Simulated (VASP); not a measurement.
# La16HO24 (a cell with a defect) in VASP: notebook

La16HO24 (a cell with a defect) is run at these levels: PBE; tasks: single point.

Everything below comes from runs of VASP 6.6.1. Logs are shortened: lines on timing, memory, paths and dates and some standing lists are left out, and cuts for length are marked.

## (1) The cell of the first run

The cell holds a defect, 41 atoms: a = 7.881 Å, b = 7.881 Å, c = 12.376 Å, α = 90.00°, β = 90.00°, γ = 120.00°.

## (2) Single point, PBE

INCAR reads:

```
SYSTEM = La16HO24
  PREC = Accurate
  ENCUT = 520
  EDIFF = 1E-6
  ISMEAR = -1
  SIGMA = 0.01
  LREAL = Auto
  LASPH = .TRUE.
  NELM = 100
  ALGO = Normal
  ISIF = 2
  LWAVE = .FALSE.
  LCHARG = .TRUE.
  GGA = PE
  LELF = .TRUE.
  LVHAR = .TRUE.
  NBANDS = 186
  NELECT = 322.0
```

KPOINTS reads:

```
Automatic mesh
0
G
  1 1 1
  0 0 0
```

POSCAR reads:

```
La16HO24
1.0
    7.8811453700     -0.0000000600      0.0000000000
   -3.9405726400      6.8252721300      0.0000000000
    0.0000000000      0.0000000000     12.3757188400
La O H
16 24 1
Direct
    0.3151868217      0.1572142471      0.3726940681
    0.1574888403      0.3148985079      0.1273862165
    0.3452238174      0.1721884488      0.8693698636
    0.1724978121      0.3448971653      0.6307825106
    0.3331292473      0.6661463358      0.3951107053
    0.1575283272      0.8417945688      0.1274040741
    0.3331151760      0.6661417938      0.8941877351
    0.1725003365      0.8267446195      0.6307805713
    0.8420941621      0.1571552064      0.3726914824
    0.6664672141      0.3328249770      0.1050597559
    0.8270534217      0.1722095511      0.8693639650
    0.6664430564      0.3327835135      0.6059323985
    0.8421232326      0.6840984450      0.3727052190
    0.6843863475      0.8417465167      0.1273986603
    0.8270568177      0.6540255047      0.8693585511
    0.6543545838      0.8267604473      0.6307744302
    0.3552534624      0.1772450971      0.1854634086
    0.1775376143      0.3549985941      0.3146185729
   -0.0001859154     -0.0005393192      0.0177375555
    0.3327672895      0.1659571953      0.6709369458
    0.1662779466      0.3324673312      0.8292119539
   -0.0002056715     -0.0004895043      0.4824192499
    0.3331368005      0.6661558592      0.1085321198
    0.1775784132      0.8217659170      0.3146454804
   -0.0423951312      0.4783885441     -0.0133340133
    0.3331231042      0.6661360798      0.6983894925
    0.1662783963      0.8329792427      0.8291879553
    0.0419590897      0.5205316264      0.5134723148
    0.8220329596      0.1771722836      0.1854617925
    0.6664764907      0.3328100326      0.3915067935
    0.5208674826      0.0416666216     -0.0133368415
    0.8332844460      0.1659542694      0.6709514904
    0.6664521053      0.3328125233      0.8017350853
    0.4787495603     -0.0426549983      0.5134780518
    0.8221018717      0.6440278081      0.1854788421
    0.6442940504      0.8216859243      0.3146451572
    0.5208969092      0.4784064238     -0.0133281955
    0.8332891997      0.6664783416      0.6709186034
    0.6668026573      0.8329867193      0.8291934499
    0.4786852508      0.5205190300      0.5134674666
   -0.0002106726     -0.0004997603      0.2501327026
```

Potentials or basis: VASP PAW PBE potentials, release 64 (La, O, H).

Run with:

```
cat potpaw_PBE.64/La/POTCAR potpaw_PBE.64/O/POTCAR potpaw_PBE.64/H/POTCAR > POTCAR
mpirun -np 1 vasp_gam > vasp.out
```

OUTCAR:

```text
SYSTEM = La16HO24
   PREC = Accurate
   ENCUT = 520
   EDIFF = 1E-6
   ISMEAR = -1
   LREAL = Auto
   LASPH = .TRUE.
   NELM = 100
   ISIF = 2
   GGA = PE
   NELECT = 322.0

 ion  position               nearest neighbor table
   1  0.315  0.157  0.373-  17 2.33  30 2.41  18 2.41  24 2.41  22 2.55
   2  0.157  0.315  0.127-  18 2.33  23 2.41  17 2.41  29 2.41  19 2.54
   3  0.345  0.172  0.869-  33 2.35  27 2.37  21 2.37  20 2.46  31 2.55  37 2.55  10 3.65
   4  0.172  0.345  0.631-  26 2.35  20 2.37  32 2.37  21 2.46  28 2.55  40 2.55   5 3.65
   5  0.333  0.666  0.395-  36 2.35  24 2.35  18 2.35  28 2.47  40 2.47  34 2.47  16 3.65   8 3.65
                             4 3.65
   6  0.158  0.842  0.127-  24 2.33  23 2.41  35 2.41  17 2.41  19 2.54
   7  0.333  0.666  0.894-  21 2.42  27 2.42  39 2.42  26 2.42  23 2.65  25 2.81  37 2.81  31 2.81
[... 8 lines left out ...]
  13  0.842  0.684  0.373-  35 2.33  30 2.41  36 2.41  24 2.41  22 2.55
  14  0.684  0.842  0.127-  36 2.33  23 2.41  29 2.41  35 2.41  19 2.54
  15  0.827  0.654  0.869-  33 2.35  39 2.37  27 2.37  38 2.46  37 2.55  25 2.55  10 3.65
  16  0.654  0.827  0.631-  26 2.35  32 2.37  38 2.37  39 2.46  34 2.55  40 2.55   5 3.65
  17  0.355  0.177  0.185-   1 2.33  10 2.35   2 2.41   6 2.41
  18  0.178  0.355  0.315-   2 2.33   5 2.35   1 2.41   9 2.41
  19  1.000  0.999  0.018-   6 2.54   2 2.54  14 2.54
  20  0.333  0.166  0.671-   4 2.37   8 2.37  12 2.42   3 2.46
  21  0.166  0.332  0.829-  11 2.37   3 2.37   7 2.42   4 2.46
  22  1.000  1.000  0.482-   9 2.54   1 2.55  13 2.55
  23  0.333  0.666  0.109-   6 2.41  14 2.41   2 2.41   7 2.65
  24  0.178  0.822  0.315-   6 2.33   5 2.35   1 2.41  13 2.41
  25  0.958  0.478  0.987-  10 2.47  11 2.55  15 2.55   7 2.81
  26  0.333  0.666  0.698-   8 2.35  16 2.35   4 2.35   7 2.42
  27  0.166  0.833  0.829-   3 2.37  15 2.37   7 2.42   8 2.46
  28  0.042  0.521  0.513-   5 2.47   4 2.55   8 2.55  12 2.81
[... 10 lines left out ...]
  39  0.667  0.833  0.829-  15 2.37  11 2.37   7 2.42  16 2.46
  40  0.479  0.521  0.513-   5 2.47   4 2.55  16 2.55  12 2.81
  41  1.000  1.000  0.250-

  LATTYP: Found a hexagonal cell.
 ALAT       =     7.8811453700
 C/A-ratio  =     1.5702944507

  Lattice vectors:

 A1 = (   7.8811453700,  -0.0000000600,   0.0000000000)
 A2 = (  -3.9405726400,   6.8252721300,   0.0000000000)
 A3 = (   0.0000000000,   0.0000000000,  12.3757188400)

Analysis of symmetry for initial positions (statically):
=====================================================================
 Subroutine PRICEL returns:
 Original cell was already a primitive cell.

 Routine SETGRP: Setting up the symmetry group for a
 hexagonal supercell.

 Subroutine GETGRP returns: Found  1 space group operations
 (whereof  1 operations were pure point group operations)
 out of a pool of 24 trial point group operations.

The static configuration has the point symmetry C_1 .

[... 176 lines left out ...]
   PSTRESS=    0.0 pullay stress
   NELECT =     322.0000    total number of electrons
   NUPDOWN=      -1.0000    fix difference up-down
   EMIN   =  10.00;   EMAX   =-10.00  energy-range for DOS
   EFERMI =   0.00;   METHOD = LEGACY
   ISMEAR =    -1;   SIGMA  =   0.01  broadening in eV -4-tet -1-fermi 0-gaus
   EFERMI_NEDOS =   21; number of points for ismear=-14 and -15
   IALGO  =     38    algorithm
   IMIX   =      4    mixing-type and parameters
     AMIX     =   0.40;   BMIX     =  1.00
     AMIX_MAG =   1.60;   BMIX_MAG =  1.00
  volume/ion in A,a.u.               =      16.24       109.57
  Fermi-wavevector in a.u.,A,eV,Ry     =   1.285090  2.428468 22.469427  1.651456
  Thomas-Fermi vector in A             =   2.417245
   LORBIT       =      0    0 simple, 1 ext, 2 COOP (PROOUT), +10 PAW based schemes
   GGA     = PE    functional components
   LHFCALC =     F    Hartree Fock is set to
   AEXX    =    0.0000 exact exchange contribution
   IVDW    =     0    specifies the selected vdW correction
   LEPSILON=     F    determine dielectric tensor
   LRPA    =     F    only Hartree local field effects (RPA)
 non-spin polarized calculation
  energy-cutoff  :      520.00
  volume of cell :      665.70
 maximum number of plane-waves:      8979
 NGX is ok and might be reduce to    60
   NGX = 29   NGY = 29   NGZ = 47

 number of electron     321.9999939 magnetization

 Free energy of the ion-electron system (eV)
  ---------------------------------------------------
  ext. energy  EPLUGINS =         0.00000000
  ---------------------------------------------------
  free energy    TOTEN  =      -327.42324614 eV

  energy without entropy =     -327.42324614  energy(sigma->0) =     -327.42324614

 E-fermi :   6.7503     XC(G=0): -10.4105

 val. band max:        6.4128360515   @ k =   0.0000   0.0000   0.0000
 cond. band min:       9.6930993149   @ k =   0.0000   0.0000   0.0000
 fundamental gap:      3.2802632634
 Fermi energy:         6.7502561673

 k-point     1 :       0.0000    0.0000    0.0000
  band No.  band energies     occupation
      1     -24.1006      2.00000
      2     -23.9764      2.00000
      3     -23.9475      2.00000
      4     -23.9473      2.00000
      5     -23.9213      2.00000
      6     -23.8863      2.00000
[... 165 lines left out ...]
    172      10.5531      0.00000
    173      10.5534      0.00000
 [bands above 173 left out]

------------------------ aborting loop because EDIFF is reached ----------------------------------------

  FORCE on cell =-STRESS in cart. coord.  units (eV):
  Direction    XX          YY          ZZ          XY          YZ          ZX
  --------------------------------------------------------------------------------------
  -------------------------------------------------------------------------------------
  Total       23.3965690     23.3846293     23.6319294     -0.0044928      0.0023096      0.0026436
  in kB       56.3096742     56.2809385     56.8761276     -0.0108129      0.0055587      0.0063625
  external PRESSURE =      56.4889135 kB  Pullay stress =       0.0000000 kB

 VOLUME and BASIS-vectors are now :
 -----------------------------------------------------------------------------
  energy-cutoff  :      520.00
  volume of cell :      665.70
      direct lattice vectors                 reciprocal lattice vectors
     7.881145370 -0.000000060  0.000000000     0.126885111  0.073257152  0.000000000
    -3.940572640  6.825272130  0.000000000     0.000000001  0.146514305  0.000000000
     0.000000000  0.000000000 12.375718840     0.000000000  0.000000000  0.080803387

 POSITION                                       TOTAL-FORCE (eV/Angst)
 -----------------------------------------------------------------------------------
      1.86452      1.07303      4.61236         0.001164      0.000961     -0.016158
      0.00031      2.14927      1.57650        -0.000267      0.001082      0.018981
      2.04224      1.17523     10.75908        -0.001920     -0.000423     -0.013777
      0.00039      2.35402      7.80639         0.000390     -0.002906      0.011965
      0.00044      4.54663      4.88978         0.000248     -0.000225     -0.024851
     -2.07565      5.74548      1.57672         0.000603     -0.000323      0.018328
[... 33 lines left out ...]
      1.72144      3.55268      6.35453        -0.005846      0.002515      0.003784
      3.94088      6.82186      3.09557         0.000354     -0.000302     -0.000545
 -----------------------------------------------------------------------------------
    total drift:                                0.001242      0.000612      0.004772

  FREE ENERGIE OF THE ION-ELECTRON SYSTEM (eV)
  ---------------------------------------------------
  free  energy   TOTEN  =      -327.4232461402 eV

  energy  without entropy=     -327.4232461402  energy(sigma->0) =     -327.42324614
```

OSZICAR:

```text
N       E                     dE             d eps       ncg     rms          rms(c)
DAV:   1     0.690214813745E+04    0.69021E+04   -0.11963E+05   380   0.316E+03
DAV:   2     0.318509263154E+04   -0.37171E+04   -0.35259E+04   444   0.818E+02
DAV:   3     0.112021474733E+04   -0.20649E+04   -0.20165E+04   524   0.417E+02
[... 13 lines left out ...]
DAV:  17    -0.327423234291E+03   -0.65176E-05   -0.57511E-04   744   0.821E-02    0.438E-02
DAV:  18    -0.327423240752E+03   -0.64608E-05   -0.25983E-04   720   0.736E-02    0.148E-02
DAV:  19    -0.327423243653E+03   -0.29012E-05   -0.85960E-05   728   0.302E-02    0.110E-02
DAV:  20    -0.327423245403E+03   -0.17497E-05   -0.21193E-05   496   0.204E-02    0.669E-03
DAV:  21    -0.327423246140E+03   -0.73761E-06   -0.79622E-06   376   0.119E-02
   1 F= -.32742325E+03 E0= -.32742325E+03  d E =-.154281E-14
```

stdout:

```text
POSCAR found type information on POSCAR LaO H
 POSCAR found :  3 types and      41 ions
 scaLAPACK will be used
 LDA part: xc-table for (Slater+PW92), standard interpolation
 POSCAR, INCAR and KPOINTS ok, starting setup
 FFT: planning ... GRIDC
 FFT: planning ... GRID_SOFT
 FFT: planning ... GRID
 WAVECAR not read
 entering main loop
 the old and the new charge density differ
 old charge density:   321.00000 new  321.99999
    0.323E+01
```

Wall time 10 min (1 thread of Intel Xeon 8259CL, shared host); peak memory 0.73 GiB.

What came out:

```
Free energy   : -327.4232 eV
Largest force : 0.025 eV/Å
```

Forces in eV/Å, atoms in the order of the input:
```
La   0.001  0.001 -0.016
La   0.000  0.001  0.019
La  -0.002  0.000 -0.014
La   0.000 -0.003  0.012
La   0.000  0.000 -0.025
La   0.001  0.000  0.018
La   0.000  0.000 -0.008
La  -0.002  0.002  0.011
La  -0.001  0.001 -0.016
La   0.000 -0.001  0.025
La   0.003 -0.002 -0.013
La   0.000 -0.001  0.006
La   0.000 -0.001 -0.017
La  -0.001  0.000  0.019
La  -0.001  0.003 -0.013
La   0.002  0.001  0.012
O    0.008  0.002 -0.003
O    0.000  0.009  0.003
O    0.000  0.002 -0.008
O   -0.001  0.000  0.000
O    0.000 -0.001  0.001
O    0.000  0.000  0.007
O    0.000  0.001 -0.003
O    0.009 -0.006  0.003
O   -0.004 -0.003 -0.005
O    0.000  0.000 -0.003
O   -0.001  0.002  0.001
O    0.006  0.003  0.004
O   -0.008  0.003 -0.003
O   -0.001  0.002  0.003
O    0.000  0.006 -0.004
O    0.001  0.001 -0.001
O    0.000 -0.001  0.004
O    0.001 -0.007  0.005
O    0.000 -0.013 -0.004
O   -0.009 -0.006  0.002
O    0.004 -0.003 -0.005
O    0.000  0.003 -0.001
O    0.000  0.002  0.002
O   -0.006  0.003  0.004
H    0.000  0.000 -0.001
```

Caveat: the k points lie up to 0.92 Å⁻¹ apart, too coarse for converged energies, forces and pressures; the cell carries a net charge on a neutralising background, which shifts energy and pressure; the cell is charged against a uniform background, so pressure and absolute levels hang on convention; spin-orbit coupling is left out, which moves the levels of the heavy elements.

(Part 1 of 2 ends here.)
